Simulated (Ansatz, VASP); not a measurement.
# Te2Mo: VASP beside Ansatz

Contents of POSCAR:

```
Te2Mo
1.0
    3.5421311219      0.0000000000      0.0000000000
   -1.7710655610      3.0675755351      0.0000000000
    0.0000000000      0.0000000000     14.1766718530
Mo Te
2 4
Direct
    0.3333333333      0.6666666667      0.2500000000
    0.6666666667      0.3333333333      0.7500000000
    0.6666666667      0.3333333333      0.3765845064
    0.6666666667      0.3333333333      0.1234154936
    0.3333333333      0.6666666667      0.8765845064
    0.3333333333      0.6666666667      0.6234154936
```

The input INCAR.step1:

```
PREC     = Accurate       # precision mode
ENCUT    = 520            # plane-wave cutoff, eV
ISMEAR   = 0              # smearing method
SIGMA    = 0.01           # smearing width, eV
LREAL    = False          # projectors in reciprocal space
LASPH    = True           # aspherical terms in the spheres
NELM     = 60             # most SCF steps
NBANDS   = 35             # bands
GGA      = PE             # functional
ALGO     = Normal         # electronic algorithm
EDIFF    = 1E-4           # SCF threshold, eV
LWAVE    = True           # write WAVECAR
LCHARG   = False          # write CHGCAR
```

Contents of INCAR.step2:

```
PREC     = Accurate       # precision mode
ENCUT    = 520            # plane-wave cutoff, eV
EDIFF    = 1E-6           # SCF threshold, eV
ISMEAR   = 0              # smearing method
SIGMA    = 0.01           # smearing width, eV
LREAL    = False          # projectors in reciprocal space
LASPH    = True           # aspherical terms in the spheres
NELM     = 60             # most SCF steps
ALGO     = Normal         # electronic algorithm
ISIF     = 2              # what is computed and relaxed
LWAVE    = False          # write WAVECAR
LCHARG   = True           # write CHGCAR
METAGGA  = R2SCAN         # meta-GGA
LMIXTAU  = True         
LELF     = True           # ELF
LVHAR    = True         
NBANDS   = 35             # bands
ISTART   = 1
```

KPOINTS

```
Automatic mesh
0
Gamma
  6 6 2
```

Input for Ansatz:

```yaml
crystal:
  lattice:
    - [3.5421311219, 0.0, 0.0]
    - [-1.771065561, 3.0675755351, 0.0]
    - [0.0, 0.0, 14.176671853]
  atoms:
    - { symbol: Mo, position: [0.3333333333, 0.6666666667, 0.25] }
    - { symbol: Mo, position: [0.6666666667, 0.3333333333, 0.75] }
    - { symbol: Te, position: [0.6666666667, 0.3333333333, 0.3765845064] }
    - { symbol: Te, position: [0.6666666667, 0.3333333333, 0.1234154936] }
    - { symbol: Te, position: [0.3333333333, 0.6666666667, 0.8765845064] }
    - { symbol: Te, position: [0.3333333333, 0.6666666667, 0.6234154936] }
kpoints:
  mp_grid: { grid: [6, 6, 2] }
hamiltonian:
  xc: r2scan
scf:
  occupations: { method: fixed }
output:
  optics:
    e_range: [0, 12]
    de: 0.05
    sigma: 0.1
    bands: { spectra_wanted_up_to: 12 }
```

Alike in both runs: task single point; functional r2SCAN; k mesh 6 × 6 × 2; no spin polarisation.

|  | VASP | Ansatz |
| --- | --- | --- |
| version | VASP 6.6.1 | Ansatz 0.2.0 |
| potentials or method | VASP PAW PBE potentials, release 64 (Mo_sv, Te) | plane waves, PAW |
| plane-wave cutoff (eV) | 520 | 500 |
| occupations | gaussian, width 0.01 eV | fixed |
| valence electrons in the cell | 52 | 92 |

Ansatz gave:

- gap on the k mesh at the Fermi level (eV): 1.00

Problem. Estimate VASP's values.

Solution. gap on the k mesh at the Fermi level (eV): 0.99.

VASP's potentials were made for PBE, not for r2SCAN. VASP's potentials hold 52 valence electrons a cell and Ansatz's 92, so a difference there can come from the potentials and not from the codes.

Neither program's run includes spin-orbit coupling.
